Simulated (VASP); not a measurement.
Write the native input for VASP 6.6.1 that does the following.

| Property | Result |
| --- | --- |
| Task | single point |
| Functional | r2SCAN |
| Potentials or basis | VASP PAW PBE potentials, release 64 (Cu, O) |
| Cutoff | 520 eV |
| k mesh | 12 × 12 × 12 |
| Occupations | gaussian, width 0.1 eV |
| Spin | no spin polarisation |
| Dipole correction | no |
| Further INCAR settings | ALGO = Normal; EDIFF = 1e-06; NBANDS = 30 |

Crystal: Cu3O2.

```
CELL_PARAMETERS angstrom
2.96253 1.71042 2.19771
-2.96253 1.71042 2.19771
0.00000 -3.42083 2.19771
ATOMIC_POSITIONS crystal
Cu 0.00000 0.50000 0.50000
Cu 0.50000 0.00000 0.50000
Cu 0.50000 0.50000 0.00000
O 0.23693 0.23693 0.23693
O 0.76307 0.76307 0.76307
```

These files were run (other wordings do the same):

POSCAR

```
Cu3O2
1.0
    2.9625264209      1.7104154266      2.1977142604
   -2.9625264209      1.7104154266      2.1977142604
    0.0000000000     -3.4208308531      2.1977142605
Cu O
3 2
Direct
    0.0000000000      0.5000000000      0.5000000000
    0.5000000000      0.0000000000      0.5000000000
    0.5000000000      0.5000000000      0.0000000000
    0.2369259852      0.2369259852      0.2369259852
    0.7630740148      0.7630740148      0.7630740148
```

INCAR.step1

```
ALGO = Normal ; EDIFF = 1E-4
ENCUT = 520 ; GGA = PE
ISMEAR = 0 ; LASPH = T
LCHARG = F ; LREAL = F
LWAVE = T ; NBANDS = 30
NELM = 60 ; PREC = Accurate
SIGMA = 0.1
```

INCAR.step2

```
ALGO = Normal ; EDIFF = 1E-6
ENCUT = 520 ; ISIF = 2
ISMEAR = 0 ; ISTART = 1
LASPH = T ; LCHARG = T
LELF = T ; LMIXTAU = T
LREAL = F ; LVHAR = T
LWAVE = F ; METAGGA = R2SCAN
NBANDS = 30 ; NELM = 60
PREC = Accurate ; SIGMA = 0.1
```

KPOINTS

```
k-points
0
Gamma
  12 12 12
```

Potentials or basis: VASP PAW PBE potentials, release 64 (Cu, O).

Launch:

```console
$ cat potpaw_PBE.64/Cu/POTCAR potpaw_PBE.64/O/POTCAR > POTCAR
$ cp INCAR.step1 INCAR
$ mpirun -np 1 vasp_std > vasp.out
$ cp INCAR.step2 INCAR
$ mpirun -np 1 vasp_std > vasp.out
```

Results of the run:

```yaml
Pressure: -3.8 GPa
Largest_force: 0.178 eV/Å
Band_gap_on_the_k_mesh: zero (an odd number of electrons rules out a gap without spin polarisation)
```

Caveat: the cell stands under tension; the PAW data sets were made with another functional, which shifts forces and pressure a little.

It took 32 min on 1 thread of Intel Xeon 8259CL, with other jobs on the host, peak memory 0.4 GiB.
